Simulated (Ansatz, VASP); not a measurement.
**Sn3Te in VASP and in Ansatz**

```
CELL_PARAMETERS angstrom
4.87033 0.00000 0.00000
0.00000 4.87033 0.00000
0.00000 0.00000 4.82027
ATOMIC_POSITIONS crystal
Sn 0.00000 0.50000 0.50000
Sn 0.50000 0.00000 0.50000
Sn 0.50000 0.50000 0.00000
Te 0.00000 0.00000 0.00000
```

Alike in both runs: task single point; functional PBE; k mesh 4 × 4 × 4; occupations gaussian, width 0.1 eV; no spin polarisation.

|  | VASP | Ansatz |
| --- | --- | --- |
| version | VASP 6.6.1 | Ansatz 0.2.0 |
| potentials or method | VASP PAW PBE potentials, release 64 (Sn_d, Te), cutoff 520 eV | scalar-relativistic, plane waves, PAW |
| valence electrons in the cell | 48 | 58 |

VASP gave:

- gap on the k mesh at the Fermi level (eV): none
- pressure (GPa): 0.2

Question: Estimate Ansatz's values.

Answer: gap on the k mesh at the Fermi level (eV): none; pressure (GPa): 0.3.

A gap of «none» marks a metal or a gap that the smearing closes. VASP's potentials hold 48 valence electrons a cell and Ansatz's 58, so a difference there can come from the potentials and not from the codes.

Neither program's run includes spin-orbit coupling.
